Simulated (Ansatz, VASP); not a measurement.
# Si4Sn: VASP beside Ansatz

```
Si Sn
1.0
    -4.49553    4.49553    2.85341
     4.49553   -4.49553    2.85341
     4.49553    4.49553   -2.85341
Si Sn
8 2
Cartesian
  2.6314 3.5370 -1.2936
  1.8642 5.4541 -0.1331
  3.5370 1.8642 0.1331
  -0.9586 1.8642 4.1470
  0.9586 2.6314 2.9865
  2.6314 -0.9586 2.7203
  1.8642 0.9586 1.5598
  5.4541 2.6314 1.2936
  0.0000 4.4955 1.4267
  0.0000 0.0000 0.0000
```

Alike in both runs: functional PBE; k mesh 6 × 6 × 6; occupations gaussian, width 0.02 eV; no spin polarisation.

Ansatz relaxed the structure, and its values are those at the end. VASP's run is a single point on that final structure, the one shown.

```csv
,VASP,Ansatz
version,VASP 6.6.1,Ansatz 0.2.0
potentials or method,"VASP PAW PBE potentials, release 64 (Si, Sn_d), cutoff 520 eV","scalar-relativistic, plane waves, PAW"
valence electrons in the cell,60,60
```

Ansatz gave:

* gap on the k mesh at the Fermi level (eV): 0.71
* least direct gap on the mesh (eV): 1.20
* pressure (GPa): 0.0

Task: Which values does VASP return?

Result: gap on the k mesh at the Fermi level (eV): 0.71; least direct gap on the mesh (eV): 1.20; pressure (GPa): -0.1.
